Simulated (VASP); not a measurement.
# AlN in VASP: notebook, part 3 of 3

VASP 6.6.1.

## Step 6: Molecular dynamics, PBE

INCAR reads:

```
  PREC = Accurate
  ENCUT = 520
  EDIFF = 1E-5
  ISMEAR = -1
  SIGMA = 0.2361
  LREAL = F
  LASPH = T
  NELM = 80
  ALGO = Normal
  ISIF = 2
  LWAVE = F
  LCHARG = F
  GGA = PE
  NBANDS = 41
  ISYM = 0
  IBRION = 0
  NSW = 40
  POTIM = 2.0
  TEBEG = 2740.0
  TEEND = 2740.0
  NELMIN = 4
  RANDOM_SEED = 27169 0 0
  MDALGO = 3
  LANGEVIN_GAMMA = 30 30
```

KPOINTS reads:

```
Automatic mesh
0
Gamma
  1 1 1
```

POSCAR reads:

```
AlN
1.0
    5.2253880000      0.0754520000     -0.0146810000
    0.0754520000      5.6076760000      0.1886370000
   -0.0146810000      0.1886370000      5.5019230000
Al N
7 7
Direct
    0.5361436995      0.0356785183      0.3750923813
    0.0071135489      0.6313591733      0.6202428090
    0.8987949566      0.0276237978      0.7802498144
    0.0616579820      0.2179622249      0.2405690218
    0.1373538782      0.7656713681      0.1076912786
    0.4026830778      0.2170002650      0.7857285097
    0.5302987747      0.5053749781      0.1981461502
    0.2659745896      0.8355630430      0.8456515102
    0.4178212595      0.4628061218      0.4994198235
    0.7320827592      0.7794207650      0.1895146906
    0.4692627426      0.8993316733      0.6615676011
    0.6612361199      0.2278686872      0.0640168576
    0.2262186222      0.4630157550      0.0725094921
    0.9289047756      0.2793242096      0.5324891405
```

Potentials or basis: VASP PAW PBE potentials, release 64 (Al, N).

The run is started by

```bash
> cat potpaw_PBE.64/Al/POTCAR potpaw_PBE.64/N/POTCAR > POTCAR
> mpirun -np 1 vasp_gam > vasp.out
```

OUTCAR:

```text
PREC = Accurate
   ENCUT = 520
   EDIFF = 1E-5
   ISMEAR = -1
   LREAL = F
   LASPH = T
   NELM = 80
   ISIF = 2
   GGA = PE
   ISYM = 0
   IBRION = 0
   NSW = 40
   POTIM = 2.0
   TEBEG = 2740.0
   NELMIN = 4

 ion  position               nearest neighbor table
   1  0.536  0.036  0.375-  11 1.75  10 2.07  12 2.08   6 2.63   4 2.74   7 2.75   3 2.92   4 3.03
                             5 3.04   7 3.19
   2  0.007  0.631  0.620-  14 2.12   8 2.22   9 2.44   3 2.50   5 2.92   5 2.96   6 3.15   4 3.23

   3  0.899  0.028  0.780-  14 1.91   8 2.19  12 2.33  11 2.47   2 2.50   5 2.55   6 2.78   6 2.87
                             1 2.92   4 2.95   4 3.22
   4  0.062  0.218  0.241-  14 1.80  13 1.84  12 2.30   5 2.71   1 2.74   3 2.95   7 2.97   1 3.03
                             6 3.08   5 3.15   7 3.17   3 3.22   2 3.23
   5  0.137  0.766  0.108-   8 1.62  13 1.77  10 2.17   7 2.51   3 2.55   4 2.71   2 2.92   2 2.96
                             1 3.04   4 3.15   6 3.33
   6  0.403  0.217  0.786-  11 1.97   9 2.03  12 2.04   8 2.28  13 2.34   1 2.63   3 2.78   3 2.87
                             7 2.96   4 3.08   2 3.15   5 3.33
   7  0.530  0.505  0.198-  13 1.76   9 1.77  12 1.88  10 1.89   5 2.51   1 2.75   6 2.96   4 2.97
                             4 3.17   1 3.19
   8  0.266  0.836  0.846-  11 1.51   5 1.62   3 2.19   2 2.22   6 2.28
   9  0.418  0.463  0.499-   7 1.77   6 2.03   2 2.44
  10  0.732  0.779  0.190-   7 1.89   1 2.07   5 2.17
[... 328 lines left out ...]

------------------------ aborting loop because EDIFF is reached ----------------------------------------
[... 111 lines left out ...]
--------------------------------------- Ionic step       40  -------------------------------------------

 number of electron      55.9999996 magnetization

 Free energy of the ion-electron system (eV)
  ---------------------------------------------------
  ext. energy  EPLUGINS =         0.00000000
  ---------------------------------------------------
  free energy    TOTEN  =       -89.68119441 eV

  energy without entropy =      -89.48340944  energy(sigma->0) =      -89.58230193

 E-fermi :   7.3987     XC(G=0): -10.6747

 val. band max:        6.6736175174   @ k =   0.0000   0.0000   0.0000
 cond. band min:       8.1118882736   @ k =   0.0000   0.0000   0.0000
 fundamental gap:      1.4382707561
 Fermi energy:         7.3987319637

 k-point     1 :       0.0000    0.0000    0.0000
  band No.  band energies     occupation
      1     -12.5934      2.00000
      2      -9.4151      2.00000
      3      -8.2133      2.00000
      4      -7.8003      2.00000
      5      -7.0755      2.00000
      6      -6.4776      2.00000
[... 32 lines left out ...]
     39      13.0974      0.00000
     40      13.4881      0.00000
 [bands above 40 left out]

------------------------ aborting loop because EDIFF is reached ----------------------------------------

  FORCE on cell =-STRESS in cart. coord.  units (eV):
  Direction    XX          YY          ZZ          XY          YZ          ZX
  --------------------------------------------------------------------------------------
  -------------------------------------------------------------------------------------
  Total        2.1011678      4.3698754    -10.6031254     -2.1512266     -3.5984181      1.2068225
  in kB       20.9095841     43.4864267   -105.5160592    -21.4077403    -35.8093381     12.0095867
  external PRESSURE =     -13.7066828 kB  Pullay stress =       0.0000000 kB
[... 35 lines left out ...]
  ENERGY OF THE ELECTRON-ION-THERMOSTAT SYSTEM (eV)
  ---------------------------------------------------
% ion-electron   TOTEN  =       -89.681194  see above
  kinetic energy EKIN   =         5.829381
  kin. lattice  EKIN_LAT=         0.000000  (temperature 3221.27 K)
  nose potential ES     =         0.000000
  nose kinetic   EPS    =         0.000000
  ---------------------------------------------------
  total energy   ETOTAL =       -83.851814 eV
```

OSZICAR:

```text
N       E                     dE             d eps       ncg     rms          rms(c)
DAV:   1     0.366301104594E+03    0.36630E+03   -0.28880E+04    82   0.126E+03
DAV:   2    -0.659729975738E+02   -0.43227E+03   -0.41040E+03   115   0.277E+02
[... 359 lines left out ...]
DAV:   3    -0.896824127640E+02    0.33456E-02   -0.13321E-02   100   0.656E-01    0.399E-01
DAV:   4    -0.896815145627E+02    0.89820E-03   -0.46042E-03   108   0.320E-01    0.244E-01
DAV:   5    -0.896811623059E+02    0.35226E-03   -0.13062E-03   108   0.202E-01    0.873E-02
DAV:   6    -0.896811945731E+02   -0.32267E-04   -0.47996E-04   100   0.106E-01    0.327E-02
DAV:   7    -0.896811944088E+02    0.16427E-06   -0.33270E-05   100   0.314E-02
     40 T=  3221. E= -.83851814E+02 F= -.89681194E+02 E0= -.89582302E+02  EK= 0.58294E+01 SP= 0.00E+00 SK= 0.00E+00
```

It took 3.2 min on 1 thread of Intel Xeon 6975P-C (Granite Rapids), shared host; peak memory 0.25 GiB.

Caveat: the k points lie up to 1.20 Å⁻¹ apart.

## Step 7: Overview

| task | cell | k mesh | smearing | gap on the mesh (eV) | pressure (GPa) | largest force (eV/Å) |
| --- | --- | --- | --- | --- | --- | --- |
| single point | a = 5.226, b = 5.611, c = 5.505 Å, angles 86.1, 90.3, 88.4°, 14 atoms | 1 × 1 × 1 | fermi-dirac 0.05 eV | 3.25 | -0.3 | 1.60 |
| single point | a = 5.225, b = 5.414, c = 5.866 Å, angles 92.4, 78.9, 87.0°, 14 atoms | 2 × 2 × 2, shifted | gaussian 0.1 eV | 2.24 | -0.2 | 0.04 |
| molecular dynamics | a = 5.226, b = 5.611, c = 5.505 Å, angles 86.1, 90.3, 88.4°, 14 atoms | 1 × 1 × 1 | fermi-dirac 0.3275 eV | - | - | - |
| molecular dynamics | a = 5.226, b = 5.611, c = 5.505 Å, angles 86.1, 90.3, 88.4°, 14 atoms | 1 × 1 × 1 | fermi-dirac 0.2361 eV | - | - | - |

Some of these runs hold the atoms at other places in the same cell, which the table doesn't show; runs alike in all that it shows share one row.

Alike in all rows: level PBE; potentials or basis VASP PAW PBE potentials, release 64 (Al, N); no spin polarisation; cutoff (eV) 520.

Caveats: all runs use coarse meshes.

Total energies depend on the potentials used, so only differences within one code and one set of settings carry meaning.
